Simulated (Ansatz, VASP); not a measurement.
**BAs: VASP beside Ansatz**

```
B As
1.0
     0.00000    2.40454    2.40454
     2.40454    0.00000    2.40454
     2.40454    2.40454    0.00000
B As
1 1
Direct
  0.00000 0.00000 0.00000
  0.25000 0.25000 0.25000
```

Alike in both runs: functional PBE; k mesh 10 × 10 × 10; occupations gaussian, width 0.02 eV; no spin polarisation.

Ansatz relaxed the structure, and its values are those at the end. VASP's run is a single point on that final structure, the one shown.

|  | VASP | Ansatz |
| --- | --- | --- |
| version | VASP 6.6.1 | Ansatz 0.2.0 |
| potentials or method | VASP PAW PBE potentials, release 64 (B, As), cutoff 500 eV | scalar-relativistic, plane waves, PAW |
| valence electrons in the cell | 8 | 18 |

```csv
,VASP,Ansatz,Ansatz less VASP
gap on the k mesh at the Fermi level (eV),1.20,1.20,+0.008
least direct gap on the mesh (eV),3.25,3.25,+0.003
pressure (GPa),0.6,0.0,-0.59
```

The functional is the same, so the differences come from potentials, cutoffs and numerics. VASP's potentials hold 8 valence electrons a cell and Ansatz's 18, so a difference there can come from the potentials and not from the codes.
